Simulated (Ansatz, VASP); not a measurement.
# Two plane-wave programs on MoH3

INCAR

```
SYSTEM = MoH3
PREC = Accurate
ENCUT = 520
EDIFF = 1E-6
ISMEAR = 0
SIGMA = 0.2
LREAL = .FALSE.
LASPH = .TRUE.
NELM = 100
ALGO = Normal
ISIF = 2
LWAVE = .FALSE.
LCHARG = .FALSE.
GGA = PE
NBANDS = 27
```

Contents of KPOINTS:

```
regular mesh
0
G
  8 6 6
  0 0 0
```

Contents of POSCAR:

```
MoH3
1.0
    0.0000000000      0.0000000000      2.9557975295
    4.5896688529      0.0000000000      0.0000000000
   -2.2948344265      3.9747698216      0.0000000000
H Mo
6 2
Direct
    0.7500000000      0.9094481394      0.6366836498
    0.7500000000      0.7272355104      0.0905518606
    0.7500000000      0.3633163502      0.2727644896
    0.2500000000      0.0905518606      0.3633163502
    0.2500000000      0.2727644896      0.9094481394
    0.2500000000      0.6366836498      0.7272355104
    0.7500000000      0.3333333333      0.6666666667
    0.2500000000      0.6666666667      0.3333333333
```

Input for Ansatz:

```yaml
crystal:
  lattice:
    - [0.0, 0.0, 2.9557975295]
    - [4.5896688529, 0.0, 0.0]
    - [-2.2948344265, 3.9747698216, 0.0]
  atoms:
    - { symbol: H, position: [0.75, 0.9094481394, 0.6366836498] }
    - { symbol: H, position: [0.75, 0.7272355104, 0.0905518606] }
    - { symbol: H, position: [0.75, 0.3633163502, 0.2727644896] }
    - { symbol: H, position: [0.25, 0.0905518606, 0.3633163502] }
    - { symbol: H, position: [0.25, 0.2727644896, 0.9094481394] }
    - { symbol: H, position: [0.25, 0.6366836498, 0.7272355104] }
    - { symbol: Mo, position: [0.75, 0.3333333333, 0.6666666667] }
    - { symbol: Mo, position: [0.25, 0.6666666667, 0.3333333333] }
basis:
  ecutwfc: 420
kpoints:
  mp_grid: { grid: [8, 6, 6] }
hamiltonian:
  xc: pbe
scf:
  occupations: { method: gaussian, width: 0.2 }
  lower_state_search: "off"
output:
  forces: true
  stress: true
  eigenvalues: true
```

Alike in both runs: task single point; functional PBE; k mesh 8 × 6 × 6; occupations gaussian, width 0.2 eV; no spin polarisation.

|  | VASP | Ansatz |
| --- | --- | --- |
| version | VASP 6.6.1 | Ansatz 0.2.0 |
| potentials or method | VASP PAW PBE potentials, release 64 (H, Mo_sv), cutoff 520 eV | scalar-relativistic, plane waves, PAW |
| valence electrons in the cell | 34 | 34 |

Ansatz gave:

| Property | Result |
| --- | --- |
| gap on the k mesh at the Fermi level (eV) | none |
| pressure (GPa) | 0.0 |
| traceless stress, the component that is largest in VASP (GPa) | -0.16 |
| rms of the force components (eV/Å) | 0.021 |

**Question.** Estimate VASP's values.

**Answer.** gap on the k mesh at the Fermi level (eV): none; pressure (GPa): 0.0; traceless stress, the component that is largest in VASP (GPa): -0.10; rms of the force components (eV/Å): 0.019.

Atom by atom the forces differ by 0.003 eV/Å (rms over components). A gap of «none» marks a metal or a gap that the smearing closes. With one functional, cell and mesh, what is left measures potentials, basis and numerics.
